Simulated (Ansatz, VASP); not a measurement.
# W in VASP and in Ansatz

```
W
1.0
     0.00000    2.03810    2.03810
     2.03810    0.00000    2.03810
     2.03810    2.03810    0.00000
W
1
Direct
  0.00000 0.00000 0.00000
```

Alike in both runs: task single point; functional LDA; k mesh 22 × 22 × 22; occupations gaussian, width 0.15 eV; no spin polarisation.

|  | VASP | Ansatz |
| --- | --- | --- |
| version | VASP 6.6.1 | Ansatz 0.2.0 |
| potentials or method | VASP PAW LDA potentials, release 64 (W_sv), cutoff 520 eV | scalar-relativistic, plane waves, PAW |
| valence electrons in the cell | 14 | 14 |

Ansatz gave:

| Property | Result |
| --- | --- |
| gap on the k mesh at the Fermi level (eV) | none |
| pressure (GPa) | -20.7 |

Problem. What did VASP give for the same quantities?

Solution. gap on the k mesh at the Fermi level (eV): none; pressure (GPa): -19.4.

Ansatz warns that its potentials were made for another functional, while VASP's fit it. LDA's correlation is that of Perdew and Zunger in VASP and of Perdew and Wang (1992) in Ansatz. A gap of «none» marks a metal or a gap that the smearing closes.

Spin-orbit coupling is off throughout.
